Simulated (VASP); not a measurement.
# Ti (P6/mmm) in VASP: single point with PBE+D3(BJ)

Aim: the single point of Ti with PBE+D3(BJ).

Program: VASP 6.6.1. These are calculated values, not measurements. Logs are shortened: lines on timing, memory, paths and dates and some standing lists are left out, and cuts for length are marked.

### 1 The cell of the first run

The structure is hexagonal, space group P6/mmm (No. 191). The conventional cell has a = 4.495 Å, b = 4.495 Å, c = 2.785 Å, α = 90.00°, β = 90.00°, γ = 120.00°. Ti (site symmetry 6/mmm) has 14 Ti at 2.79 to 2.95 Å within 3.7 Å. Within 3.4 Å of Ti (site symmetry -6m2) lie 11 Ti at 2.59 to 2.95 Å.

This isn't the form of Ti at room conditions, which is hcp.

### 2 Single point, PBE+D3(BJ)

The input, INCAR:

```
PREC = Accurate ; ENCUT = 520
EDIFF = 1E-6 ; ISMEAR = 0
SIGMA = 0.1 ; LREAL = F
LASPH = T ; NELM = 60
ALGO = Fast ; ISIF = 2
LWAVE = F ; LCHARG = F
GGA = PE ; IVDW = 12
NBANDS = 25
```

The input, KPOINTS:

```
regular mesh
0
Gamma
  12 12 14
```

The input, POSCAR:

```
Ti
1.0
    4.4945043382      0.0000000000      0.0000000000
   -2.2472521691      3.8923549343      0.0000000000
    0.0000000000      0.0000000000      2.7853482994
Ti
3
Direct
    0.0000000000      0.0000000000      0.0000000000
    0.3333333333      0.6666666667      0.5000000000
    0.6666666667      0.3333333333      0.5000000000
```

Potentials or basis: VASP PAW PBE potentials, release 64 (Ti_sv).

On the command line:

```bash
$ cat potpaw_PBE.64/Ti_sv/POTCAR > POTCAR
$ mpirun -np 1 vasp_std > vasp.out
```

OUTCAR:

```text
PREC = Accurate
   ENCUT = 520
   EDIFF = 1E-6
   ISMEAR = 0
   LREAL = F
   LASPH = T
   NELM = 60
   ISIF = 2
   GGA = PE
   IVDW = 12
 IVDW          = 12

 ion  position               nearest neighbor table
   1  0.000  0.000  0.000-
   2  0.333  0.667  0.500-   3 2.59   3 2.59   3 2.59
   3  0.667  0.333  0.500-   2 2.59   2 2.59   2 2.59

  LATTYP: Found a hexagonal cell.
 ALAT       =     4.4945043382
 C/A-ratio  =     0.6197231307

  Lattice vectors:

 A1 = (   4.4945043382,   0.0000000000,   0.0000000000)
 A2 = (  -2.2472521691,   3.8923549343,   0.0000000000)
 A3 = (   0.0000000000,   0.0000000000,   2.7853482994)

Analysis of symmetry for initial positions (statically):
=====================================================================
 Subroutine PRICEL returns:
 Original cell was already a primitive cell.

 Routine SETGRP: Setting up the symmetry group for a
 hexagonal supercell.

 Subroutine GETGRP returns: Found 24 space group operations
 (whereof 24 operations were pure point group operations)
 out of a pool of 24 trial point group operations.

The static configuration has the point symmetry D_6h.

Analysis of symmetry for dynamics (positions and initial velocities):
=====================================================================
 Subroutine PRICEL returns:
 Original cell was already a primitive cell.

 Routine SETGRP: Setting up the symmetry group for a
 hexagonal supercell.

 Subroutine GETGRP returns: Found 24 space group operations
 (whereof 24 operations were pure point group operations)
 out of a pool of 24 trial point group operations.

The dynamic configuration has the point symmetry D_6h.

 Subroutine INISYM returns: Found 24 space group operations
 (whereof 24 operations are pure point group operations),
 and found     1 'primitive' translations

----------------------------------------------------------------------------------------

                                     Primitive cell

  volume of cell :      48.7275

  direct lattice vectors                    reciprocal lattice vectors
     4.494504338  0.000000000  0.000000000     0.222493945  0.128456939  0.000000000
    -2.247252169  3.892354934  0.000000000     0.000000000  0.256913878  0.000000000
     0.000000000  0.000000000  2.785348299     0.000000000  0.000000000  0.359021527

  length of vectors
     4.494504338  4.494504338  2.785348299     0.256913878  0.256913878  0.359021527

  position of ions in fractional coordinates (direct lattice)
     0.000000000  0.000000000  0.000000000
     0.333333333  0.666666667  0.500000000
     0.666666667  0.333333333  0.500000000

  ion indices of the primitive-cell ions
   primitive index   ion index
                 1           1
                 2           2
                 3           3

----------------------------------------------------------------------------------------

 KPOINTS: regular mesh

Automatic generation of k-mesh.
 Grid dimensions read from file:
 generate k-points for:   12   12   14

 Generating k-lattice:

  Cartesian coordinates                     Fractional coordinates (reciprocal lattice)
     0.018541162  0.010704745  0.000000000     0.083333333  0.000000000  0.000000000
     0.000000000  0.021409490  0.000000000     0.000000000  0.083333333  0.000000000
     0.000000000  0.000000000  0.025644395     0.000000000  0.000000000  0.071428571

  Length of vectors
     0.021409490  0.021409490  0.025644395

  Shift w.r.t. Gamma in fractional coordinates (k-lattice)
     0.000000000  0.000000000  0.000000000

 Subroutine IBZKPT returns following result:
 ===========================================

 Found    152 irreducible k-points:

 Following reciprocal coordinates:
            Coordinates               Weight
  0.000000  0.000000  0.000000      1.000000
  0.083333  0.000000  0.000000      6.000000
  0.166667  0.000000  0.000000      6.000000
  0.250000  0.000000  0.000000      6.000000
  0.333333  0.000000  0.000000      6.000000
  0.416667  0.000000  0.000000      6.000000
[... 16 lines left out ...]
  0.250000  0.000000  0.071429     12.000000
  0.333333  0.000000  0.071429     12.000000
 [... further k-points ...]
   k-points           NKPTS =    152   k-points in BZ     NKDIM =    152   number of bands    NBANDS=     25
   number of dos      NEDOS =    301   number of ions     NIONS =      3
   total plane-waves  NPLWV =  31104
   dimension x,y,z NGX =    36 NGY =   36 NGZ =   24
   dimension x,y,z NGXF=    72 NGYF=   72 NGZF=   48
   ions per type =               3
   NGX,Y,Z   is equivalent  to a cutoff of  13.32, 13.32, 14.32 a.u.
   NGXF,Y,Z  is equivalent  to a cutoff of  26.63, 26.63, 28.65 a.u.
 SYSTEM =  unknown system
   PREC   = accura    normal or accurate (medium, high low for compatibility)
   ISTART =      0    job   : 0-new  1-cont  2-samecut
   ICHARG =      2    charge: 1-file 2-atom 10-const
   ISPIN  =      1    spin polarized calculation?
   LNONCOLLINEAR =      F non collinear calculations
   LSORBIT =      F    spin-orbit coupling
   LASPH  =      T    aspherical Exc in radial PAW
   ENCUT  =  520.0 eV  38.22 Ry    6.18 a.u.   8.36  8.36  5.18*2*pi/ulx,y,z
   NELM   =     60;   NELMIN=  2; NELMDL= -5     # of ELM steps
   EDIFF  = 0.1E-05   stopping-criterion for ELM
   LREAL  =      F    real-space projection
   EDIFFG = 0.1E-04   stopping-criterion for IOM
   NSW    =      0    number of steps for IOM
   IBRION =     -1    ionic relax: 0-MD 1-quasi-New 2-CG
   NFREE  =      0    steps in history (QN), initial steepest desc. (CG)
   ISIF   =      2    stress and relaxation
   ISYM   =      2    0-nonsym 1-usesym 2-fastsym
   POTIM  = 0.5000    time-step for ionic-motion
   TEBEG  =    0.0;   TEEND  =   0.0 temperature during run
   PSTRESS=    0.0 pullay stress
   NELECT =      36.0000    total number of electrons
   NUPDOWN=      -1.0000    fix difference up-down
   EMIN   =  10.00;   EMAX   =-10.00  energy-range for DOS
   EFERMI =   0.00;   METHOD = LEGACY
   ISMEAR =     0;   SIGMA  =   0.10  broadening in eV -4-tet -1-fermi 0-gaus
   EFERMI_NEDOS =   21; number of points for ismear=-14 and -15
   IALGO  =     68    algorithm
   IMIX   =      4    mixing-type and parameters
     AMIX     =   0.40;   BMIX     =  1.00
     AMIX_MAG =   1.60;   BMIX_MAG =  1.00
  volume/ion in A,a.u.               =      16.24       109.61
  Fermi-wavevector in a.u.,A,eV,Ry     =   1.479964  2.796726 29.800742  2.190293
  Thomas-Fermi vector in A             =   2.594057
   LORBIT       =      0    0 simple, 1 ext, 2 COOP (PROOUT), +10 PAW based schemes
   GGA     = PE    functional components
   LHFCALC =     F    Hartree Fock is set to
   AEXX    =    0.0000 exact exchange contribution
   IVDW    =    12    specifies the selected vdW correction
   LEPSILON=     F    determine dielectric tensor
   LRPA    =     F    only Hartree local field effects (RPA)
 non-spin polarized calculation
 RMM-DIIS sequential band-by-band and
 Gauss-broadening in eV      SIGMA  =   0.10
  energy-cutoff  :      520.00
  volume of cell :       48.73
 maximum number of plane-waves:      1337
 NGX is ok and might be reduce to    36
   NGX = 17   NGY = 17   NGZ = 11

 number of electron      36.0000011 magnetization

 Free energy of the ion-electron system (eV)
  ---------------------------------------------------
  ext. energy  EPLUGINS =         0.00000000
  ---------------------------------------------------
  free energy    TOTEN  =       -23.47845479 eV

  energy without entropy =      -23.46492536  energy(sigma->0) =      -23.47169008

 E-fermi :   8.9507     XC(G=0): -11.8174

 val. band max:        8.9421090369   @ k =   0.0000   0.0000   0.0000
 cond. band min:       8.9679029605   @ k =   0.3333   0.0833   0.0000
 fundamental gap:      0.0257939236
 Fermi energy:         8.9507267563

 k-point     1 :       0.0000    0.0000    0.0000
  band No.  band energies     occupation
      1     -47.8453      2.00000
      2     -47.5840      2.00000
      3     -47.3902      2.00000
      4     -24.1771      2.00000
      5     -24.1771      2.00000
      6     -24.0999      2.00000
[... 17 lines left out ...]
     24      10.9472      0.00000
     25      10.9482      0.00000

 k-point     2 :       0.0833    0.0000    0.0000
  band No.  band energies     occupation
      1     -47.8438      2.00000
      2     -47.5823      2.00000
      3     -47.3936      2.00000
      4     -24.2148      2.00000
      5     -24.2082      2.00000
      6     -24.0613      2.00000
[... 17 lines left out ...]
     24      10.6714      0.00000
     25      11.1738      0.00000

 k-point     3 :       0.1667    0.0000    0.0000
  band No.  band energies     occupation
      1     -47.8398      2.00000
      2     -47.5771      2.00000
      3     -47.4032      2.00000
      4     -24.2710      2.00000
      5     -24.2378      2.00000
      6     -24.0030      2.00000
[... 17 lines left out ...]
     24      10.5571      0.00000
     25      11.4425      0.00000

 k-point     4 :       0.2500    0.0000    0.0000
  band No.  band energies     occupation
      1     -47.8344      2.00000
      2     -47.5681      2.00000
      3     -47.4182      2.00000
      4     -24.3212      2.00000
      5     -24.2404      2.00000
      6     -23.9497      2.00000
[... 17 lines left out ...]
     24      10.8291      0.00000
     25      11.7064      0.00000
[... 477 lines left out ...]
 k-point    22 :       0.1667    0.0000    0.0714
  band No.  band energies     occupation
      1     -47.8358      2.00000
      2     -47.5745      2.00000
      3     -47.4001      2.00000
      4     -24.2634      2.00000
      5     -24.2315      2.00000
      6     -24.0017      2.00000
[... 17 lines left out ...]
     24      10.5952      0.00000
     25      11.5172      0.00000

 k-point    23 :       0.2500    0.0000    0.0714
  band No.  band energies     occupation
      1     -47.8306      2.00000
      2     -47.5653      2.00000
      3     -47.4151      2.00000
      4     -24.3128      2.00000
      5     -24.2348      2.00000
      6     -23.9500      2.00000
[... 17 lines left out ...]
     24      10.8102      0.00000
     25      11.8509      0.00000

 k-point    24 :       0.3333    0.0000    0.0714
  band No.  band energies     occupation
      1     -47.8256      2.00000
      2     -47.5526      2.00000
      3     -47.4332      2.00000
      4     -24.3509      2.00000
      5     -24.2105      2.00000
      6     -23.9094      2.00000
[... 17 lines left out ...]
     24      11.1409      0.00000
     25      12.0048      0.00000

 [... further k-points ...]

------------------------ aborting loop because EDIFF is reached ----------------------------------------

 Edisp (eV)   -1.93449

 E8    (eV) :    -0.9184

  FORCE on cell =-STRESS in cart. coord.  units (eV):
  Direction    XX          YY          ZZ          XY          YZ          ZX
  --------------------------------------------------------------------------------------
  -------------------------------------------------------------------------------------
  Total      -0.10430    -0.10430    -0.10333     0.00000     0.00000     0.00000
  in kB      -3.42937    -3.42937    -3.39761     0.00000     0.00000     0.00000
  external pressure =       -3.42 kB  Pullay stress =        0.00 kB

 VOLUME and BASIS-vectors are now :
 -----------------------------------------------------------------------------
  energy-cutoff  :      520.00
  volume of cell :       48.73
      direct lattice vectors                 reciprocal lattice vectors
     4.494504338  0.000000000  0.000000000     0.222493945  0.128456939  0.000000000
    -2.247252169  3.892354934  0.000000000     0.000000000  0.256913878  0.000000000
     0.000000000  0.000000000  2.785348299     0.000000000  0.000000000  0.359021527

 POSITION                                       TOTAL-FORCE (eV/Angst)
 -----------------------------------------------------------------------------------
      0.00000      0.00000      0.00000        -0.000000     -0.000000      0.000000
     -0.00000      2.59490      1.39267         0.000000     -0.000000     -0.000000
      2.24725      1.29745      1.39267        -0.000000      0.000000      0.000000
 -----------------------------------------------------------------------------------
    total drift:                                0.000000      0.000000     -0.000000

  FREE ENERGIE OF THE ION-ELECTRON SYSTEM (eV)
  ---------------------------------------------------
  free  energy   TOTEN  =       -25.4129455123 eV

  energy  without entropy=      -25.3994160825  energy(sigma->0) =      -25.40618080
```

It took 9.6 min on 1 thread of Intel Xeon Platinum 8488C (Sapphire Rapids), shared host; peak memory 0.28 GiB.

Results:

```yaml
Free_energy: -25.4129 eV
Pressure: -0.3 GPa
Band_gap_on_the_k_mesh: zero (bands 18 and 19 overlap by 0.35 eV)
Dispersion_energy_per_atom: -0.645 eV
```

Levels at points of the mesh, in eV from the Fermi level:
```csv
k point,band 15,band 16,band 17,band 18,band 19,band 20,band 21,band 22
"(0.00, 0.00, 0.00)",-0.72,-0.72,-0.63,-0.63,-0.01,0.72,1.35,1.35
"(0.50, 0.00, 0.00)",-2.76,-0.46,-0.44,-0.38,0.04,0.57,1.06,1.28
"(0.00, 0.00, 0.50)",-2.22,-1.74,-1.74,-1.73,1.10,1.10,1.33,1.33
"(0.50, 0.00, 0.50)",-1.82,-1.27,-0.69,-0.68,0.35,0.85,1.07,1.12
```
